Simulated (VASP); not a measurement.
Input of a VASP 6.6.1 run:

File INCAR:

```
  ALGO = Normal
  EDIFF = 1E-6
  ENCUT = 700
  GGA = CA
  GGA_COMPAT = F
  ISIF = 2
  ISMEAR = 0
  LASPH = T
  LCHARG = F
  LREAL = F
  LWAVE = F
  NBANDS = 36
  NELM = 120
  PREC = Accurate
  SIGMA = 0.1
```

The input KPOINTS:

```
k-points
0
Gamma
  6 6 6
```

POSCAR

```
TaN
1.0
    5.1535804688      0.0000000000      0.0000000000
   -2.5767902344      4.4631316064      0.0000000000
    0.0000000000      0.0000000000      2.8712062749
Ta N
3 3
Direct
    0.0000000000      0.0000000000      0.0000000000
    0.3333333333      0.6666666667      0.5000000000
    0.6666666667      0.3333333333      0.5000000000
    0.3934654586      0.0000000000      0.0000000000
    0.6065345414      0.6065345414      0.0000000000
    0.0000000000      0.3934654586      0.0000000000
```

Potentials or basis: VASP PAW LDA potentials, release 64 (Ta_sv_GW, N).

The run is started by

```bash
$ cat potpaw_LDA.64/Ta_sv_GW/POTCAR potpaw_LDA.64/N/POTCAR > POTCAR
$ mpirun -np 1 vasp_std > vasp.out
```

(1) What does it give for the pressure?

(2) Estimate the band gap on the k mesh.

Results:

(1) 1.0 GPa.

(2) zero (bands 27 and 28 overlap by 2.92 eV).

Caveat: the k points lie up to 0.36 Å⁻¹ apart, too coarse for converged energies and pressures of a metal; spin-orbit coupling is left out, which moves the levels of the heavy elements.
